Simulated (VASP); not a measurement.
# Si: relaxation of the atoms with PBE

The system is Si, a slab with vacuum.

```
Si
1.0
     3.84025    0.00000    0.00000
     0.00000    3.84025    0.00000
     0.00000    0.00000   33.57735
Si
11
Direct
  0.00000 0.50000 0.29782
  0.00000 0.00000 0.33826
  0.50000 0.00000 0.37869
  0.50000 0.50000 0.41913
  0.00000 0.50000 0.45956
  0.00000 0.00000 0.50000
  0.50000 0.00000 0.54044
  0.50000 0.50000 0.58087
  0.00000 0.50000 0.62131
  0.00000 0.00000 0.66174
  0.50000 0.00000 0.70218
```

```yaml
Program: VASP 6.6.1
Task: relaxation of the atoms
Functional: PBE
Potentials_or_basis: VASP PAW PBE potentials, release 64 (Si)
Cutoff: 520 eV
k_mesh: 7 × 7 × 1
Occupations: gaussian, width 0.1 eV
Spin: no spin polarisation
Dipole_correction: yes
Atoms_held_fixed_from_0: "[0, 1, 2, 3, 4]"
Further_INCAR_settings: ALGO = Fast; EDIFF = 1e-06; IBRION = 2; EDIFFG = -0.04; NSW = 60
```

- Energy gained by relaxing: 0.5 meV/atom
- Ionic steps: 9
- Band gap on the k mesh: zero (bands 22 and 23 overlap by 0.77 eV)

The path:
| step | energy change (eV) | largest force on free atoms (eV/Å) | pressure (GPa) |
| --- | --- | --- | --- |
| 1 | 0.0000 | 0.0823 | 0.22 |
| 2 | -0.0005 | 0.0417 | 0.22 |
| 3 | -0.0006 | 0.0831 | 0.21 |
| 4 | -0.0009 | 0.0802 | 0.20 |
| 5 | -0.0020 | 0.0716 | 0.18 |
| 6 | -0.0035 | 0.0742 | 0.14 |
| 7 | -0.0045 | 0.1460 | 0.05 |
| 8 | -0.0049 | 0.1151 | 0.04 |
| 9 | -0.0055 | 0.0235 | 0.01 |

Final structure:
```
Si
1.0
     3.84025    0.00000    0.00000
     0.00000    3.84025    0.00000
     0.00000    0.00000   33.57735
Si
11
Direct
  0.00000 0.50000 0.29782
  0.00000 0.00000 0.33826
  0.50000 0.00000 0.37869
  0.50000 0.50000 0.41913
  0.00000 0.50000 0.45956
  0.00000 0.00000 0.50058
  0.50000 0.00000 0.54162
  0.50000 0.50000 0.58260
  0.00000 0.50000 0.62322
  0.00000 0.00000 0.66394
  0.50000 0.00000 0.70446
```

Levels at points of the mesh, in eV from the Fermi level:
| k point | band 19 | band 20 | band 21 | band 22 | band 23 | band 24 | band 25 | band 26 |
| --- | --- | --- | --- | --- | --- | --- | --- | --- |
| (0.00, 0.00, 0.00) | -0.16 | -0.16 | -0.09 | 0.36 | 0.94 | 0.96 | 1.43 | 1.46 |

Wall time 33 min on 1 thread of Oxide Virtual Turin-like Processor (shared host), peak memory 0.57 GiB.
